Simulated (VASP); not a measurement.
# Si (Fd-3m) in VASP: a series of runs

The runs below take Si through single point, with PBE, LDA.

Program: VASP 6.6.1. These are calculated values, not measurements. Logs are shortened: lines on timing, memory, paths and dates and some standing lists are left out, and cuts for length are marked.

## Step 1: The cell of the first run

Symmetry: Fd-3m, No. 227, cubic system. The conventional cell has a = 5.470 Å, b = 5.470 Å, c = 5.470 Å, α = 90.00°, β = 90.00°, γ = 90.00°. Within 3.1 Å of Si (site symmetry -43m) lie 4 Si at 2.37 Å.

## Step 2: Single point, PBE

The input, INCAR:

```
SYSTEM = Si
  PREC = Accurate
  ENCUT = 500
  EDIFF = 1E-6
  ISMEAR = 0
  SIGMA = 0.01
  LREAL = .FALSE.
  LASPH = .TRUE.
  NELM = 120
  ALGO = Normal
  ISIF = 2
  LWAVE = .FALSE.
  LCHARG = .FALSE.
  GGA = PE
  NBANDS = 11
  GGA_COMPAT = .FALSE.
```

The input, KPOINTS:

```
Automatic mesh
0
G
  8 8 8
  0 0 0
```

The input, POSCAR:

```
Si
1.0
    0.0000000000      2.7352072584      2.7352072584
    2.7352072584      0.0000000000      2.7352072584
    2.7352072584      2.7352072584      0.0000000000
Si
2
Direct
    0.2500000000      0.2500000000      0.2500000000
    0.0000000000      0.0000000000      0.0000000000
```

Potentials or basis: VASP PAW PBE potentials, release 64 (Si).

The run is started by

```sh
$ cat potpaw_PBE.64/Si/POTCAR > POTCAR
$ mpirun -np 1 vasp_std > vasp.out
```

OUTCAR:

```text
SYSTEM = Si
   PREC = Accurate
   ENCUT = 500
   EDIFF = 1E-6
   ISMEAR = 0
   LREAL = .FALSE.
   LASPH = .TRUE.
   NELM = 120
   ISIF = 2
   GGA = PE

 ion  position               nearest neighbor table
   1  0.250  0.250  0.250-   2 2.37   2 2.37   2 2.37   2 2.37
   2  0.000  0.000  0.000-   1 2.37   1 2.37   1 2.37   1 2.37

  LATTYP: Found a face centered cubic cell.
 ALAT       =     5.4704145168

  Lattice vectors:

 A1 = (   0.0000000000,   2.7352072584,   2.7352072584)
 A2 = (   2.7352072584,   0.0000000000,   2.7352072584)
 A3 = (   2.7352072584,   2.7352072584,   0.0000000000)

Analysis of symmetry for initial positions (statically):
=====================================================================
 Subroutine PRICEL returns:
 Original cell was already a primitive cell.

 Routine SETGRP: Setting up the symmetry group for a
 face centered cubic supercell.

 Subroutine GETGRP returns: Found 48 space group operations
 (whereof 24 operations were pure point group operations)
 out of a pool of 48 trial point group operations.

The static configuration has the point symmetry T_d .
 The point group associated with its full space group is O_h .

Analysis of symmetry for dynamics (positions and initial velocities):
=====================================================================
 Subroutine PRICEL returns:
 Original cell was already a primitive cell.

 Routine SETGRP: Setting up the symmetry group for a
 face centered cubic supercell.

 Subroutine GETGRP returns: Found 48 space group operations
 (whereof 24 operations were pure point group operations)
 out of a pool of 48 trial point group operations.

The dynamic configuration has the point symmetry T_d .
 The point group associated with its full space group is O_h .

 Subroutine INISYM returns: Found 48 space group operations
 (whereof 24 operations are pure point group operations),
 and found     1 'primitive' translations

----------------------------------------------------------------------------------------

                                     Primitive cell

  volume of cell :      40.9261

  direct lattice vectors                    reciprocal lattice vectors
     0.000000000  2.735207258  2.735207258    -0.182801504  0.182801504  0.182801504
     2.735207258  0.000000000  2.735207258     0.182801504 -0.182801504  0.182801504
     2.735207258  2.735207258  0.000000000     0.182801504  0.182801504 -0.182801504

  length of vectors
     3.868167201  3.868167201  3.868167201     0.316621492  0.316621492  0.316621492

  position of ions in fractional coordinates (direct lattice)
[... 83 lines left out ...]
   IBRION =     -1    ionic relax: 0-MD 1-quasi-New 2-CG
   NFREE  =      0    steps in history (QN), initial steepest desc. (CG)
   ISIF   =      2    stress and relaxation
   ISYM   =      2    0-nonsym 1-usesym 2-fastsym
   POTIM  = 0.5000    time-step for ionic-motion
   TEBEG  =    0.0;   TEEND  =   0.0 temperature during run
   PSTRESS=    0.0 pullay stress
   NELECT =       8.0000    total number of electrons
   NUPDOWN=      -1.0000    fix difference up-down
   EMIN   =  10.00;   EMAX   =-10.00  energy-range for DOS
   EFERMI =   0.00;   METHOD = LEGACY
   ISMEAR =     0;   SIGMA  =   0.01  broadening in eV -4-tet -1-fermi 0-gaus
   EFERMI_NEDOS =   21; number of points for ismear=-14 and -15
   IALGO  =     38    algorithm
   IMIX   =      4    mixing-type and parameters
     AMIX     =   0.40;   BMIX     =  1.00
     AMIX_MAG =   1.60;   BMIX_MAG =  1.00
  volume/ion in A,a.u.               =      20.46       138.09
  Fermi-wavevector in a.u.,A,eV,Ry     =   0.950104  1.795437 12.281953  0.902698
  Thomas-Fermi vector in A             =   2.078450
   LORBIT       =      0    0 simple, 1 ext, 2 COOP (PROOUT), +10 PAW based schemes
   GGA     = PE    functional components
   LHFCALC =     F    Hartree Fock is set to
   AEXX    =    0.0000 exact exchange contribution
   IVDW    =     0    specifies the selected vdW correction
   LEPSILON=     F    determine dielectric tensor
   LRPA    =     F    only Hartree local field effects (RPA)
 non-spin polarized calculation
 Gauss-broadening in eV      SIGMA  =   0.01
  energy-cutoff  :      500.00
  volume of cell :       40.93
 maximum number of plane-waves:      1056
   NGX = 15   NGY = 15   NGZ = 15

 number of electron       8.0000000 magnetization

 Free energy of the ion-electron system (eV)
  ---------------------------------------------------
  ext. energy  EPLUGINS =         0.00000000
  ---------------------------------------------------
  free energy    TOTEN  =       -10.84605924 eV

  energy without entropy =      -10.84605924  energy(sigma->0) =      -10.84605924

 E-fermi :   5.7182     XC(G=0):  -9.3230

 val. band max:        5.6081534632   @ k =   0.0000   0.0000   0.0000
 cond. band min:       6.2596073920   @ k =   0.3750   0.3750   0.0000
 fundamental gap:      0.6514539288
 Fermi energy:         5.7181541163

 k-point     1 :       0.0000    0.0000    0.0000
  band No.  band energies     occupation
      1      -6.2005      2.00000
      2       5.6082      2.00000
      3       5.6082      2.00000
      4       5.6082      2.00000
      5       8.1642      0.00000
      6       8.1642      0.00000
      7       8.1642      0.00000
      8       8.7315      0.00000
      9      13.3163      0.00000
     10      13.3163      0.00000
     11      13.4816      0.00000
[... 309 lines left out ...]
 k-point    24 :      -0.3750    0.2500    0.1250
  band No.  band energies     occupation
      1      -3.3945      2.00000
      2      -1.0960      2.00000
      3       2.2232      2.00000
      4       3.4994      2.00000
      5       8.6298      0.00000
      6       8.7548      0.00000
      7      11.4522      0.00000
      8      12.6721      0.00000
      9      12.9115      0.00000
     10      16.1128      0.00000
     11      17.1554      0.00000

 [... further k-points ...]
[... 5 lines left out ...]
  --------------------------------------------------------------------------------------
  -------------------------------------------------------------------------------------
  Total       -0.0205784     -0.0205784     -0.0205784      0.0000000      0.0000000     -0.0000000
  in kB       -0.8056043     -0.8056043     -0.8056043      0.0000000      0.0000000     -0.0000000
  external PRESSURE =      -0.8056043 kB  Pullay stress =       0.0000000 kB

 VOLUME and BASIS-vectors are now :
 -----------------------------------------------------------------------------
  energy-cutoff  :      500.00
  volume of cell :       40.93
      direct lattice vectors                 reciprocal lattice vectors
     0.000000000  2.735207258  2.735207258    -0.182801504  0.182801504  0.182801504
     2.735207258  0.000000000  2.735207258     0.182801504 -0.182801504  0.182801504
     2.735207258  2.735207258  0.000000000     0.182801504  0.182801504 -0.182801504

 POSITION                                       TOTAL-FORCE (eV/Angst)
 -----------------------------------------------------------------------------------
      1.36760      1.36760      1.36760         0.000000      0.000000      0.000000
      0.00000      0.00000      0.00000        -0.000000     -0.000000     -0.000000
 -----------------------------------------------------------------------------------
    total drift:                                0.000000      0.000000     -0.000000

  FREE ENERGIE OF THE ION-ELECTRON SYSTEM (eV)
  ---------------------------------------------------
  free  energy   TOTEN  =       -10.8460592367 eV

  energy  without entropy=      -10.8460592367  energy(sigma->0) =      -10.84605924
```

OSZICAR:

```text
N       E                     dE             d eps       ncg     rms          rms(c)
DAV:   1     0.578809761684E+01    0.57881E+01   -0.30049E+03   638   0.542E+02
DAV:   2    -0.104872869889E+02   -0.16275E+02   -0.15493E+02   840   0.809E+01
DAV:   3    -0.110104000122E+02   -0.52311E+00   -0.52213E+00   811   0.123E+01
DAV:   4    -0.110143423409E+02   -0.39423E-02   -0.39418E-02   763   0.138E+00
DAV:   5    -0.110143839315E+02   -0.41591E-04   -0.41590E-04   832   0.128E-01    0.475E+00
DAV:   6    -0.108983687512E+02    0.11602E+00   -0.65026E-02   707   0.105E+00    0.289E+00
DAV:   7    -0.108445311852E+02    0.53838E-01   -0.12753E-01   725   0.158E+00    0.167E-01
DAV:   8    -0.108458187406E+02   -0.12876E-02   -0.57186E-03   722   0.406E-01    0.793E-02
DAV:   9    -0.108460343724E+02   -0.21563E-03   -0.20924E-04   803   0.873E-02    0.580E-02
DAV:  10    -0.108460585043E+02   -0.24132E-04   -0.20494E-05   736   0.262E-02    0.500E-03
DAV:  11    -0.108460592367E+02   -0.73243E-06   -0.21138E-06   781   0.750E-03
   1 F= -.10846059E+02 E0= -.10846059E+02  d E =-.931147E-57
```

It took 5.5 s on 1 thread of Intel Xeon Platinum 8488C (Sapphire Rapids), shared host; peak memory 0.15 GiB.

What came out:

- Free energy: -10.8461 eV
- Pressure: -0.1 GPa
- Band gap on the k mesh: 0.65 eV, indirect (least direct gap 2.56 eV)

Levels at points of the mesh, in eV from the valence-band top:
```
           k point  band 1  band 2  band 3  band 4  band 5  band 6  band 7  band 8
(0.00, 0.00, 0.00)  -11.81    0.00    0.00    0.00    2.56    2.56    2.56    3.12
(0.50, 0.00, 0.00)   -9.53   -6.86   -1.18   -1.18    1.46    3.35    3.35    7.70
(0.50, 0.50, 0.00)   -7.74   -7.74   -2.79   -2.79    0.75    0.75    9.93    9.93
```

A k mesh can miss the band edges.

## Step 3: Single point, LDA

The input, INCAR:

```
PREC = Accurate
ENCUT = 500
EDIFF = 1E-6
ISMEAR = 0
SIGMA = 0.02
LREAL = F
LASPH = T
NELM = 120
ALGO = Normal
ISIF = 2
LWAVE = F
LCHARG = F
GGA = CA
NBANDS = 11
GGA_COMPAT = F
```

The input, KPOINTS:

```
Automatic mesh
0
Gamma
  8 8 8
```

The input, POSCAR:

```
Si
1.0
    0.0000000000      2.7353450877      2.7353450877
    2.7353450877      0.0000000000      2.7353450877
    2.7353450877      2.7353450877      0.0000000000
Si
2
Direct
    0.2500000000      0.2500000000      0.2500000000
    0.0000000000      0.0000000000      0.0000000000
```

Potentials or basis: VASP PAW LDA potentials, release 64 (Si).

The run is started by

```sh
$ cat potpaw_LDA.64/Si/POTCAR > POTCAR
$ mpirun -np 1 vasp_std > vasp.out
```

OUTCAR:

```text
PREC = Accurate
   ENCUT = 500
   EDIFF = 1E-6
   ISMEAR = 0
   LREAL = F
   LASPH = T
   NELM = 120
   ISIF = 2
   GGA = CA

 ion  position               nearest neighbor table
   1  0.250  0.250  0.250-   2 2.37   2 2.37   2 2.37   2 2.37
   2  0.000  0.000  0.000-   1 2.37   1 2.37   1 2.37   1 2.37

  LATTYP: Found a face centered cubic cell.
 ALAT       =     5.4706901754

  Lattice vectors:

 A1 = (   0.0000000000,   2.7353450877,   2.7353450877)
 A2 = (   2.7353450877,   0.0000000000,   2.7353450877)
 A3 = (   2.7353450877,   2.7353450877,   0.0000000000)

Analysis of symmetry for initial positions (statically):
=====================================================================
 Subroutine PRICEL returns:
 Original cell was already a primitive cell.

 Routine SETGRP: Setting up the symmetry group for a
 face centered cubic supercell.

 Subroutine GETGRP returns: Found 48 space group operations
 (whereof 24 operations were pure point group operations)
 out of a pool of 48 trial point group operations.

The static configuration has the point symmetry T_d .
 The point group associated with its full space group is O_h .

Analysis of symmetry for dynamics (positions and initial velocities):
[... 174 lines left out ...]
      6       8.0626      0.00000
      7       8.0626      0.00000
      8       8.5084      0.00000
      9      13.1326      0.00000
     10      13.2637      0.00000
     11      13.2637      0.00000
[... 309 lines left out ...]
 k-point    24 :      -0.3750    0.2500    0.1250
  band No.  band energies     occupation
      1      -3.4480      2.00000
      2      -1.1707      2.00000
      3       2.1384      2.00000
      4       3.4301      2.00000
      5       8.4854      0.00000
      6       8.6114      0.00000
      7      11.3238      0.00000
      8      12.5206      0.00000
      9      12.7497      0.00000
     10      15.9492      0.00000
     11      16.9737      0.00000

 [... further k-points ...]

------------------------ aborting loop because EDIFF is reached ----------------------------------------

  FORCE on cell =-STRESS in cart. coord.  units (eV):
  Direction    XX          YY          ZZ          XY          YZ          ZX
  --------------------------------------------------------------------------------------
  -------------------------------------------------------------------------------------
  Total       -0.8534255     -0.8534255     -0.8534255     -0.0000000     -0.0000000      0.0000000
  in kB      -33.4048737    -33.4048737    -33.4048737     -0.0000000     -0.0000000      0.0000000
  external PRESSURE =     -33.4048737 kB  Pullay stress =       0.0000000 kB

 VOLUME and BASIS-vectors are now :
 -----------------------------------------------------------------------------
  energy-cutoff  :      500.00
  volume of cell :       40.93
      direct lattice vectors                 reciprocal lattice vectors
     0.000000000  2.735345088  2.735345088    -0.182792293  0.182792293  0.182792293
     2.735345088  0.000000000  2.735345088     0.182792293 -0.182792293  0.182792293
     2.735345088  2.735345088  0.000000000     0.182792293  0.182792293 -0.182792293

 POSITION                                       TOTAL-FORCE (eV/Angst)
 -----------------------------------------------------------------------------------
      1.36767      1.36767      1.36767        -0.000000     -0.000000      0.000000
      0.00000      0.00000      0.00000         0.000000      0.000000     -0.000000
 -----------------------------------------------------------------------------------
    total drift:                                0.000000      0.000000     -0.000000

  FREE ENERGIE OF THE ION-ELECTRON SYSTEM (eV)
  ---------------------------------------------------
  free  energy   TOTEN  =       -11.8994967073 eV

  energy  without entropy=      -11.8994967073  energy(sigma->0) =      -11.89949671
```

stdout:

```text
POSCAR found type information on POSCAR Si
 POSCAR found :  1 types and       2 ions
 scaLAPACK will be used
 LDA part: xc-table for (Slater(with rela. corr.)+CA(PZ))
 , standard interpolation
 POSCAR, INCAR and KPOINTS ok, starting setup
 FFT: planning ... GRIDC
 FFT: planning ... GRID_SOFT
 FFT: planning ... GRID
 WAVECAR not read
 entering main loop
```

Wall time 5.4 s (1 thread of Intel Xeon Platinum 8488C (Sapphire Rapids), shared host); peak memory 0.13 GiB.

What came out:

| Item | Value |
| --- | --- |
| Free energy | -11.8995 eV |
| Pressure | -3.3 GPa |
| Band gap on the k mesh | 0.55 eV, indirect (least direct gap 2.51 eV) |

Levels at points of the mesh, in eV from the valence-band top:
| k point | band 2 | band 3 | band 4 | band 5 | band 6 | band 7 |
| --- | --- | --- | --- | --- | --- | --- |
| (0.00, 0.00, 0.00) | 0.00 | 0.00 | 0.00 | 2.51 | 2.51 | 2.51 |
| (0.50, 0.00, 0.00) | -6.89 | -1.18 | -1.18 | 1.35 | 3.30 | 3.30 |
| (0.50, 0.50, 0.00) | -7.74 | -2.80 | -2.80 | 0.64 | 0.64 | 9.79 |
